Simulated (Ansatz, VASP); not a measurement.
One calculation of ScF, two programs

```
Sc F
1.0
     1.65638    0.95631    6.66113
    -1.65638    0.95631    6.66113
     0.00000   -1.91262    6.66113
Sc F
2 2
Cartesian
  0.0000 0.0000 4.5954
  0.0000 0.0000 15.3879
  0.0000 0.0000 7.6690
  0.0000 0.0000 12.3144
```

Alike in both runs: functional PBE; dispersion D3(BJ); k mesh 9 × 9 × 9; occupations gaussian, width 0.1 eV; no spin polarisation.

Ansatz relaxed the structure, and its values are those at the end. VASP's run is a single point on that final structure, the one shown.

```csv
,VASP,Ansatz
version,VASP 6.6.1,Ansatz 0.2.0
potentials or method,"VASP PAW PBE potentials, release 64 (Sc_sv, F), cutoff 520 eV","scalar-relativistic, plane waves, PAW"
valence electrons in the cell,36,36
```

Ansatz gave:

| Item | Value |
| --- | --- |
| gap on the k mesh at the Fermi level (eV) | none |
| pressure (GPa) | 0.0 |
| rms of the force components (eV/Å) | 0.003 |

Q: Estimate VASP's values.

A: gap on the k mesh at the Fermi level (eV): none; pressure (GPa): 0.2; rms of the force components (eV/Å): 0.021.

A gap of «none» marks a metal or a gap that the smearing closes.
